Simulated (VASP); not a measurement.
Input of a VASP 6.6.1 run:

Contents of INCAR:

```
PREC = Accurate
ENCUT = 520
EDIFF = 1E-7
ISMEAR = 0
SIGMA = 0.1
LREAL = False
LASPH = True
NELM = 80
ALGO = Normal
ISIF = 2
LWAVE = False
LCHARG = False
LDIPOL = True
IDIPOL = 3
DIPOL = 0.5 0.5 0.498
GGA = PE
IVDW = 12
NBANDS = 66
```

File KPOINTS:

```
regular mesh
0
Gamma
  4 4 1
```

The input POSCAR:

```
Ir
1.0
    5.4313155574      0.0000000000      0.0000000000
   -2.7156577787      4.7036572487      0.0000000000
    0.0000000000      0.0000000000     20.4346505826
Ir
12
Direct
    0.3333333333      0.1666666667      0.3914918911
    0.3333333333      0.6666666667      0.3914918911
    0.8333333333      0.1666666667      0.3914918911
    0.8333333333      0.6666666667      0.3914918911
    0.6666666667      0.3333333333      0.4978832214
    0.6666666667      0.8333333333      0.4978832214
    0.1666666667      0.3333333333      0.4978832214
    0.1666666667      0.8333333333      0.4978832214
    0.0000000000      0.5000000000      0.6042734576
    0.0000000000      0.0000000000      0.6042734576
    0.5000000000      0.5000000000      0.6042734576
    0.5000000000      0.0000000000      0.6042734576
```

Potentials or basis: VASP PAW PBE potentials, release 64 (Ir).

Launch:

```sh
$ cat potpaw_PBE.64/Ir/POTCAR > POTCAR
$ mpirun -np 1 vasp_std > vasp.out
```

Estimate the dispersion energy per atom.

-0.484 eV.

What does it give for the largest force?

0.044 eV/Å.

Predict the band gap on the k mesh.

zero (band 54 reaches 0.47 eV, above the bottom of band 55 at -0.69 eV).

Forces in eV/Å, atoms in the order of the input:
```
Ir   0.000  0.000 -0.044
Ir   0.000  0.000 -0.044
Ir   0.000  0.000 -0.044
Ir   0.000  0.000 -0.044
Ir   0.000  0.000  0.000
Ir   0.000  0.000  0.000
Ir   0.000  0.000  0.000
Ir   0.000  0.000  0.000
Ir   0.000  0.000  0.044
Ir   0.000  0.000  0.044
Ir   0.000  0.000  0.044
Ir   0.000  0.000  0.044
```

Caveat: spin-orbit coupling is left out, which moves the levels of the heavy elements.
